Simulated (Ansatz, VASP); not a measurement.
# TaN in VASP and in Ansatz

```
CELL_PARAMETERS angstrom
2.97263 0.00000 0.00179
-1.48632 2.57437 0.00000
1.48791 0.85905 2.68017
ATOMIC_POSITIONS crystal
Ta 0.00000 0.00000 0.00000
N 0.00000 0.50000 0.50000
```

Change from the starting cell: band edges of the strained film's bulk.

Alike in both runs: task single point; functional PBEsol; k mesh 12 × 12 × 13; occupations gaussian, width 0.1 eV; no spin polarisation.

```csv
,VASP,Ansatz
version,VASP 6.6.1,Ansatz 0.2.0
potentials or method,"VASP PAW PBE potentials, release 64 (Ta_pv, N), cutoff 520 eV","scalar-relativistic, plane waves, PAW"
valence electrons in the cell,16,18
```

VASP gave:

| Item | Value |
| --- | --- |
| gap on the k mesh at the Fermi level (eV) | none |
| pressure (GPa) | 9.6 |
| traceless stress, the component that is largest in VASP (GPa) | -8.33 |

Q: What did Ansatz give for the same quantities?

A: gap on the k mesh at the Fermi level (eV): none; pressure (GPa): 8.5; traceless stress, the component that is largest in VASP (GPa): -8.41.

VASP's potentials were made for PBE, not for PBEsol. A gap of «none» marks a metal or a gap that the smearing closes. VASP's potentials hold 16 valence electrons a cell and Ansatz's 18, so a difference there can come from the potentials and not from the codes.

Neither program's run includes spin-orbit coupling.
